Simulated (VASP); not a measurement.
# Ge16F (a cell with a defect) in VASP: single point with PBE+D3(BJ)

Aim: the single point of Ge16F (a cell with a defect) with PBE+D3(BJ).

All numbers are computed with VASP 6.6.1; they aren't measurements. Logs are shortened: lines on timing, memory, paths and dates and some standing lists are left out, and cuts for length are marked.

## (1) The cell of the first run

The cell holds a defect, 17 atoms: a = 8.004 Å, b = 8.004 Å, c = 8.004 Å, α = 60.00°, β = 60.00°, γ = 60.00°.

## (2) Single point, PBE+D3(BJ)

File INCAR:

```
SYSTEM = Ge16F
PREC     = Accurate       ! precision mode
ENCUT    = 520            ! plane-wave cutoff, eV
EDIFF    = 1E-7           ! SCF threshold, eV
ISMEAR   = -1             ! smearing method
SIGMA    = 0.1            ! smearing width, eV
LREAL    = Auto         
LASPH    = .TRUE.         ! aspherical terms in the spheres
NELM     = 60             ! most SCF steps
ALGO     = Normal         ! electronic algorithm
ISIF     = 2              ! what is computed and relaxed
LWAVE    = .FALSE.        ! write WAVECAR
LCHARG   = .FALSE.        ! write CHGCAR
GGA      = PE             ! functional
IVDW     = 12             ! dispersion correction
NBANDS   = 130            ! bands
```

File KPOINTS:

```
Automatic mesh
0
G
  2 2 2
  0 0 0
```

File POSCAR:

```
Ge16F
1.0
    0.0000000000      5.6600000000      5.6600000000
    5.6600000000      0.0000000000      5.6600000000
    5.6600000000      5.6600000000      0.0000000000
Ge F
16 1
Direct
   -0.0144699647     -0.0023674912     -0.0213427562
    0.0753975265      0.1418286219      0.1098321555
   -0.0401060071      0.0206007067      0.4966431095
    0.1328268551      0.1408127208      0.5703533569
   -0.0000353357      0.5152826855      0.0213250883
    0.1566077739      0.6268727915      0.0879858657
    0.0392756184      0.5116431095      0.4640282686
    0.0912809187      0.6753091873      0.6329593640
    0.4274028269      0.0098763251     -0.0093109541
    0.6193639576      0.1531978799      0.0615017668
    0.5621378092     -0.0373851590      0.4233745583
    0.6157773852      0.0709893993      0.6092579505
    0.5658480565      0.5000000000     -0.0446643110
    0.6241166078      0.6128975265      0.1462544170
    0.4486130742      0.4617756184      0.4983303887
    0.6551060071      0.5811660777      0.5792932862
    0.3920406360      0.3827120141      0.8001325088
```

Potentials or basis: VASP PAW PBE potentials, release 64 (Ge_d, F).

Run with:

```
$ cat potpaw_PBE.64/Ge_d/POTCAR potpaw_PBE.64/F/POTCAR > POTCAR
$ mpirun -np 1 vasp_std > vasp.out
```

OUTCAR:

```text
SYSTEM = Ge16F
   PREC = Accurate
   ENCUT = 520
   EDIFF = 1E-7
   ISMEAR = -1
   LREAL = Auto
   LASPH = .TRUE.
   NELM = 60
   ISIF = 2
   GGA = PE
   IVDW = 12
 IVDW          = 12

 ion  position               nearest neighbor table
   1  0.986  0.998  0.979-   2 2.40  10 2.41   6 2.45   4 2.67
   2  0.075  0.142  0.110-   9 2.30   1 2.40   5 2.51   3 2.53
   3  0.960  0.021  0.497-   8 2.27  12 2.31   4 2.43   2 2.53
   4  0.133  0.141  0.570-   3 2.43   7 2.45   1 2.67  11 2.82
   5  1.000  0.515  0.021-   6 2.22  14 2.47   2 2.51   8 2.55
   6  0.157  0.627  0.088-   5 2.22   1 2.45   7 2.46  13 2.68
   7  0.039  0.512  0.464-   4 2.45   6 2.46  16 2.57   8 2.57
   8  0.091  0.675  0.633-   3 2.27  15 2.48   5 2.55   7 2.57
   9  0.427  0.010  0.991-   2 2.30  12 2.54  14 2.67  10 2.70
  10  0.619  0.153  0.062-  13 2.33   1 2.41  11 2.42   9 2.70
  11  0.562  0.963  0.423-  12 2.34  10 2.42  16 2.51   4 2.82
  12  0.616  0.071  0.609-   3 2.31  11 2.34   9 2.54  15 2.57
  13  0.566  0.500  0.955-  10 2.33  14 2.43  16 2.52   6 2.68
  14  0.624  0.613  0.146-  15 2.39  13 2.43   5 2.47   9 2.67
  15  0.449  0.462  0.498-  17 2.03  14 2.39   8 2.48  12 2.57  16 2.71
  16  0.655  0.581  0.579-  11 2.51  13 2.52   7 2.57  15 2.71
  17  0.392  0.383  0.800-  15 2.03

  LATTYP: Found a face centered cubic cell.
 ALAT       =    11.3200000000

  Lattice vectors:

 A1 = (   0.0000000000,   5.6600000000,   5.6600000000)
 A2 = (   5.6600000000,   0.0000000000,   5.6600000000)
 A3 = (   5.6600000000,   5.6600000000,   0.0000000000)

Analysis of symmetry for initial positions (statically):
=====================================================================
 Subroutine PRICEL returns:
 Original cell was already a primitive cell.

 Routine SETGRP: Setting up the symmetry group for a
 face centered cubic supercell.

 Subroutine GETGRP returns: Found  1 space group operations
 (whereof  1 operations were pure point group operations)
 out of a pool of 48 trial point group operations.

The static configuration has the point symmetry C_1 .

Analysis of symmetry for dynamics (positions and initial velocities):
=====================================================================
 Subroutine PRICEL returns:
 Original cell was already a primitive cell.

 Routine SETGRP: Setting up the symmetry group for a
 face centered cubic supercell.

 Subroutine GETGRP returns: Found  1 space group operations
 (whereof  1 operations were pure point group operations)
 out of a pool of 48 trial point group operations.

The dynamic configuration has the point symmetry C_1 .

 Subroutine INISYM returns: Found  1 space group operations
 (whereof  1 operations are pure point group operations),
 and found     1 'primitive' translations

----------------------------------------------------------------------------------------

                                     Primitive cell

  volume of cell :     362.6430

  direct lattice vectors                    reciprocal lattice vectors
     0.000000000  5.660000000  5.660000000    -0.088339223  0.088339223  0.088339223
     5.660000000  0.000000000  5.660000000     0.088339223 -0.088339223  0.088339223
     5.660000000  5.660000000  0.000000000     0.088339223  0.088339223 -0.088339223

  length of vectors
     8.004448763  8.004448763  8.004448763     0.153008022  0.153008022  0.153008022

  position of ions in fractional coordinates (direct lattice)
     0.985530035  0.997632509  0.978657244
     0.075397526  0.141828622  0.109832156
     0.959893993  0.020600707  0.496643109
     0.132826855  0.140812721  0.570353357
     0.999964664  0.515282685  0.021325088
     0.156607774  0.626872791  0.087985866
[... 9 lines left out ...]
     0.655106007  0.581166078  0.579293286
     0.392040636  0.382712014  0.800132509

  ion indices of the primitive-cell ions
   primitive index   ion index
                 1           1
                 2           2
                 3           3
                 4           4
                 5           5
                 6           6
[... 9 lines left out ...]
                16          16
                17          17

----------------------------------------------------------------------------------------

 KPOINTS: Automatic mesh

Automatic generation of k-mesh.
 Grid dimensions read from file:
 generate k-points for:    2    2    2

 Generating k-lattice:

  Cartesian coordinates                     Fractional coordinates (reciprocal lattice)
    -0.044169611  0.044169611  0.044169611     0.500000000  0.000000000  0.000000000
     0.044169611 -0.044169611  0.044169611     0.000000000  0.500000000  0.000000000
     0.044169611  0.044169611 -0.044169611     0.000000000  0.000000000  0.500000000

  Length of vectors
     0.076504011  0.076504011  0.076504011

  Shift w.r.t. Gamma in fractional coordinates (k-lattice)
     0.000000000  0.000000000  0.000000000

 Subroutine IBZKPT returns following result:
 ===========================================

 Found      8 irreducible k-points:

 Following reciprocal coordinates:
            Coordinates               Weight
  0.000000  0.000000  0.000000      1.000000
  0.500000  0.000000  0.000000      1.000000
  0.000000  0.500000  0.000000      1.000000
  0.000000  0.000000  0.500000      1.000000
  0.500000  0.500000  0.500000      1.000000
  0.500000  0.500000  0.000000      1.000000
  0.000000  0.500000  0.500000      1.000000
  0.500000  0.000000  0.500000      1.000000
   k-points           NKPTS =      8   k-points in BZ     NKDIM =      8   number of bands    NBANDS=    130
   number of dos      NEDOS =    301   number of ions     NIONS =     17
   total plane-waves  NPLWV = 216000
   dimension x,y,z NGX =    60 NGY =   60 NGZ =   60
   dimension x,y,z NGXF=   120 NGYF=  120 NGZF=  120
   ions per type =              16   1
   NGX,Y,Z   is equivalent  to a cutoff of  12.46, 12.46, 12.46 a.u.
   NGXF,Y,Z  is equivalent  to a cutoff of  24.92, 24.92, 24.92 a.u.
 SYSTEM =  Ge16F
   PREC   = accura    normal or accurate (medium, high low for compatibility)
   ISTART =      0    job   : 0-new  1-cont  2-samecut
   ICHARG =      2    charge: 1-file 2-atom 10-const
   ISPIN  =      1    spin polarized calculation?
   LNONCOLLINEAR =      F non collinear calculations
   LSORBIT =      F    spin-orbit coupling
   LASPH  =      T    aspherical Exc in radial PAW
   ENCUT  =  520.0 eV  38.22 Ry    6.18 a.u.  14.88 14.88 14.88*2*pi/ulx,y,z
   NELM   =     60;   NELMIN=  2; NELMDL= -5     # of ELM steps
   EDIFF  = 0.1E-06   stopping-criterion for ELM
   LREAL  =      T    real-space projection
   EDIFFG = 0.1E-05   stopping-criterion for IOM
   NSW    =      0    number of steps for IOM
   IBRION =     -1    ionic relax: 0-MD 1-quasi-New 2-CG
   NFREE  =      0    steps in history (QN), initial steepest desc. (CG)
   ISIF   =      2    stress and relaxation
   ISYM   =      2    0-nonsym 1-usesym 2-fastsym
   POTIM  = 0.5000    time-step for ionic-motion
   TEBEG  =    0.0;   TEEND  =   0.0 temperature during run
   PSTRESS=    0.0 pullay stress
   NELECT =     231.0000    total number of electrons
   NUPDOWN=      -1.0000    fix difference up-down
   EMIN   =  10.00;   EMAX   =-10.00  energy-range for DOS
   EFERMI =   0.00;   METHOD = LEGACY
   ISMEAR =    -1;   SIGMA  =   0.10  broadening in eV -4-tet -1-fermi 0-gaus
   EFERMI_NEDOS =   21; number of points for ismear=-14 and -15
   IALGO  =     38    algorithm
   IMIX   =      4    mixing-type and parameters
     AMIX     =   0.40;   BMIX     =  1.00
     AMIX_MAG =   1.60;   BMIX_MAG =  1.00
  volume/ion in A,a.u.               =      21.33       143.96
  Fermi-wavevector in a.u.,A,eV,Ry     =   1.408594  2.661856 26.995810  1.984136
  Thomas-Fermi vector in A             =   2.530736
   LORBIT       =      0    0 simple, 1 ext, 2 COOP (PROOUT), +10 PAW based schemes
   GGA     = PE    functional components
   LHFCALC =     F    Hartree Fock is set to
   AEXX    =    0.0000 exact exchange contribution
   IVDW    =    12    specifies the selected vdW correction
   LEPSILON=     F    determine dielectric tensor
   LRPA    =     F    only Hartree local field effects (RPA)
 non-spin polarized calculation
  energy-cutoff  :      520.00
  volume of cell :      362.64
 maximum number of plane-waves:      9841
 NGX is ok and might be reduce to    60
   NGX = 29   NGY = 29   NGZ = 29

 number of electron     231.0000013 magnetization

 Free energy of the ion-electron system (eV)
  ---------------------------------------------------
  ext. energy  EPLUGINS =         0.00000000
  ---------------------------------------------------
  free energy    TOTEN  =       -70.70502600 eV

  energy without entropy =      -70.52836980  energy(sigma->0) =      -70.61669790

 E-fermi :   4.8606     XC(G=0): -10.1005

 val. band max:        4.8378078868   @ k =   0.0000   0.0000   0.0000
 cond. band min:       4.8808951535   @ k =   0.5000   0.0000   0.0000
 fundamental gap:      0.0430872667
 Fermi energy:         4.8606096638

 k-point     1 :       0.0000    0.0000    0.0000
  band No.  band energies     occupation
      1     -20.0174      2.00000
      2     -19.9989      2.00000
      3     -19.9674      2.00000
      4     -19.9107      2.00000
      5     -19.8929      2.00000
      6     -19.8814      2.00000
[... 119 lines left out ...]
    126       6.3272      0.00000
    127       6.6738      0.00000

 k-point     2 :       0.5000    0.0000    0.0000
  band No.  band energies     occupation
      1     -20.0184      2.00000
      2     -19.9996      2.00000
      3     -19.9684      2.00000
      4     -19.9165      2.00000
      5     -19.8933      2.00000
      6     -19.8834      2.00000
[... 899 lines left out ...]
    126       8.8253      0.00000
    127       8.9968      0.00000
 [bands above 127 left out]

------------------------ aborting loop because EDIFF is reached ----------------------------------------

 Edisp (eV)   -4.91194

 E8    (eV) :    -2.1806

  FORCE on cell =-STRESS in cart. coord.  units (eV):
  Direction    XX          YY          ZZ          XY          YZ          ZX
  --------------------------------------------------------------------------------------
  -------------------------------------------------------------------------------------
  Total       7.83204     9.51400    10.46707    -0.73280     1.93138     2.92781
  in kB      34.60241    42.03338    46.24412    -3.23756     8.53294    12.93524
  external pressure =       40.96 kB  Pullay stress =        0.00 kB

 VOLUME and BASIS-vectors are now :
 -----------------------------------------------------------------------------
  energy-cutoff  :      520.00
  volume of cell :      362.64
      direct lattice vectors                 reciprocal lattice vectors
     0.000000000  5.660000000  5.660000000    -0.088339223  0.088339223  0.088339223
     5.660000000  0.000000000  5.660000000     0.088339223 -0.088339223  0.088339223
     5.660000000  5.660000000  0.000000000     0.088339223  0.088339223 -0.088339223

 POSITION                                       TOTAL-FORCE (eV/Angst)
 -----------------------------------------------------------------------------------
     11.18580     11.11730     11.22470        -0.890960     -0.617640      0.633439
      1.42440      1.04840      1.22950         1.363413     -0.220664     -0.393131
      2.92760      8.24400      5.54960        -0.032243     -0.733781      1.888916
      4.02520      3.98000      1.54880         0.137007      1.232990      0.241247
      3.03720      5.78050      8.57630        -1.659527     -2.109574     -1.928146
      4.04610      1.38440      4.43450         1.029982      2.163167      2.273627
[... 9 lines left out ...]
      6.56820      6.98670      6.99730        -0.057774     -0.277306      0.615387
      6.69490      6.74770      4.38510         0.397427      0.363491     -0.364706
 -----------------------------------------------------------------------------------
    total drift:                               -0.000632      0.001189     -0.002430

  FREE ENERGIE OF THE ION-ELECTRON SYSTEM (eV)
  ---------------------------------------------------
  free  energy   TOTEN  =       -75.6169638202 eV

  energy  without entropy=      -75.4403076205  energy(sigma->0) =      -75.52863572
```

Wall time 18 min (1 thread of Intel Xeon Platinum 8375C at 2.90GHz (Ice Lake), shared host); peak memory 0.61 GiB.

Results:

```yaml
Free_energy: -75.6170 eV
Pressure: 4.1 GPa
Largest_force: 3.305 eV/Å
Band_gap_on_the_k_mesh: zero (an odd number of electrons rules out a gap without spin polarisation)
Dispersion_energy_per_atom: -0.289 eV
```

Forces on the atoms (eV/Å):
```
Ge  -0.891 -0.618  0.633
Ge   1.363 -0.221 -0.393
Ge  -0.032 -0.734  1.889
Ge   0.137  1.233  0.241
Ge  -1.660 -2.110 -1.928
Ge   1.030  2.163  2.274
Ge   0.608 -0.093 -0.276
Ge  -1.510  0.854 -1.545
Ge  -1.304  2.308  1.564
Ge  -1.082 -0.115 -1.869
Ge  -0.013 -0.494 -1.381
Ge   1.752 -0.673 -0.575
Ge   0.712 -1.323  0.051
Ge   0.315 -1.031  1.118
Ge   0.234  0.767 -0.053
Ge  -0.058 -0.277  0.615
F    0.397  0.363 -0.365
```

Stress tensor (GPa, compression positive):
```
 3.46 -0.32  1.29
-0.32  4.20  0.85
 1.29  0.85  4.62
```

Levels at points of the mesh, in eV from the Fermi level:
| k point | band 112 | band 113 | band 114 | band 115 | band 116 | band 117 | band 118 | band 119 |
| --- | --- | --- | --- | --- | --- | --- | --- | --- |
| (0.00, 0.00, 0.00) | -0.65 | -0.59 | -0.20 | -0.02 | 0.08 | 0.17 | 0.25 | 0.39 |
| (0.50, 0.00, 0.00) | -0.96 | -0.90 | -0.54 | -0.33 | 0.02 | 0.57 | 0.69 | 0.92 |
| (0.00, 0.50, 0.00) | -1.17 | -0.64 | -0.33 | -0.27 | -0.08 | 0.72 | 0.86 | 0.98 |
| (0.00, 0.00, 0.50) | -1.31 | -0.69 | -0.51 | -0.38 | 0.08 | 0.46 | 0.80 | 1.03 |
| (0.50, 0.50, 0.50) | -1.27 | -0.79 | -0.50 | -0.07 | 0.16 | 0.38 | 0.95 | 1.09 |
| (0.50, 0.50, 0.00) | -1.28 | -1.15 | -1.09 | -0.57 | -0.34 | 1.01 | 1.36 | 1.77 |
| (0.00, 0.50, 0.50) | -1.40 | -1.30 | -0.93 | -0.55 | -0.26 | 1.05 | 1.41 | 1.78 |
| (0.50, 0.00, 0.50) | -1.32 | -1.12 | -0.82 | -0.61 | -0.47 | 1.11 | 1.35 | 1.87 |

Caveat: the k points lie up to 0.48 Å⁻¹ apart, too coarse for converged energies and pressures of a metal; the atoms stand as in a frame of molecular dynamics; an odd number of electrons without spin polarisation forces a metal; a magnetic or distorted state may lie lower.

The gap in the log of VASP goes by the Fermi energy; the results here count the filled bands.